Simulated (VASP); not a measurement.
BaTiO3:

```
Ba Ti O
1.0
     4.01925    0.00000    0.00000
     0.00000    4.01925    0.00000
     0.00000    0.00000    4.01925
Ba Ti O
1 1 3
Direct
  0.50000 0.50000 0.50000
  0.00000 0.00000 0.00000
  0.50000 0.00000 0.00000
  0.00000 0.50000 0.00000
  0.00000 0.00000 0.50000
```

- Program: VASP 6.6.1
- Task: relaxation of cell and atoms
- Functional: PBEsol
- Potentials or basis: VASP PAW PBE potentials, release 64 (Ba_sv, Ti_sv, O)
- Cutoff: 600 eV
- k mesh: 6 × 6 × 6
- Occupations: fermi-dirac, width 0.02 eV
- Spin: no spin polarisation

At the start: pressure -4.5 GPa; volume 12.99 Å³/atom.

How do energy, volume and symmetry change on relaxing?

Over 3 steps the energy falls by 5.1 meV/atom and the volume is 12.64 Å³/atom (-2.7 %); space group Pm-3m (No. 221, to 0.1 Å) before and after.

Step by step:
| step | energy change (eV) | largest force (eV/Å) | pressure (GPa) | volume (Å³) |
| --- | --- | --- | --- | --- |
| 1 | 0.0000 | 0.0000 | -4.54 | 64.93 |
| 2 | -0.0001 | 0.0000 | 5.02 | 61.53 |
| 3 | -0.0254 | 0.0000 | -0.01 | 63.19 |

Final structure:
```xyz
5
Lattice="3.9831 0.0000 0.0000 0.0000 3.9831 0.0000 0.0000 0.0000 3.9831" Properties=species:S:1:pos:R:3 pbc="T T T"
Ba    1.9916    1.9916    1.9916
Ti    0.0000    0.0000    0.0000
O     1.9916    0.0000    0.0000
O     0.0000    1.9916    0.0000
O     0.0000    0.0000    1.9916
```

Caveat: the PAW data sets were made with another functional, which shifts forces and pressure a little.
